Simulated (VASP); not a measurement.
A run of VASP 6.6.1 is set up as follows.

The input INCAR:

```
SYSTEM = AlNi
  PREC = Accurate
  ENCUT = 520
  EDIFF = 1E-6
  ISMEAR = -1
  SIGMA = 0.05
  LREAL = .False.
  LASPH = .True.
  NELM = 150
  ALGO = Normal
  ISIF = 2
  LWAVE = .False.
  LCHARG = .True.
  ISPIN = 2
  MAGMOM = 1 0
  LORBIT = 11
  LMAXMIX = 4
  GGA = PS
  LELF = .True.
  LVHAR = .True.
  NBANDS = 18
```

KPOINTS

```
regular mesh
0
Gamma
  8 8 8
  0 0 0
```

The input POSCAR:

```
AlNi
1.0
    2.8810000000      0.0000000000      0.0000000000
    0.0000000000      2.8810000000      0.0000000000
    0.0000000000      0.0000000000      2.9098100000
Ni Al
1 1
Direct
    0.5000000000      0.5000000000      0.5000000000
    0.0000000000      0.0000000000      0.0000000000
```

Potentials or basis: VASP PAW PBE potentials, release 64 (Ni, Al).

Run with:

```bash
$ cat potpaw_PBE.64/Ni/POTCAR potpaw_PBE.64/Al/POTCAR > POTCAR
$ mpirun -np 1 vasp_std > vasp.out
```

**Question.** What does it give for the net moment?

**Answer.** 0.00 μB per cell.

**Question.** What does it give for the pressure?

**Answer.** -4.5 GPa.

Stress tensor (GPa, compression positive):
```
-4.35  0.00  0.00
 0.00 -4.35  0.00
 0.00  0.00 -4.71
```

Caveat: the PAW data sets were made with another functional, which shifts forces and pressure a little.
